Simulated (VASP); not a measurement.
A run of VASP 6.6.1 is set up as follows.

Contents of INCAR:

```
SYSTEM = SiC
PREC = Accurate
ENCUT = 600
EDIFF = 1E-6
ISMEAR = 0
SIGMA = 0.01
LREAL = .FALSE.
LASPH = .TRUE.
NELM = 120
ALGO = Normal
ISIF = 2
LWAVE = .FALSE.
LCHARG = .FALSE.
GGA = PE
NBANDS = 11
GGA_COMPAT = .FALSE.
```

KPOINTS

```
regular mesh
0
G
  11 11 11
  0 0 0
```

Contents of POSCAR:

```
SiC
1.0
    0.0000000000      2.1898524999      2.1898524999
    2.1898524999      0.0000000000      2.1898524999
    2.1898524999      2.1898524999      0.0000000000
Si C
1 1
Direct
    0.7500000000      0.7500000000      0.7500000000
    0.0000000000      0.0000000000      0.0000000000
```

Potentials or basis: VASP PAW PBE potentials, release 64 (Si, C).

Run with:

```console
$ cat potpaw_PBE.64/Si/POTCAR potpaw_PBE.64/C/POTCAR > POTCAR
$ mpirun -np 1 vasp_std > vasp.out
```

Problem. What does it give for the band gap on the k mesh?

Solution. 1.47 eV (least direct gap 4.58 eV).

Problem. Predict the pressure.

Solution. -0.2 GPa.

Caveat: an odd mesh through Γ misses points on the zone boundary, where band edges can lie.
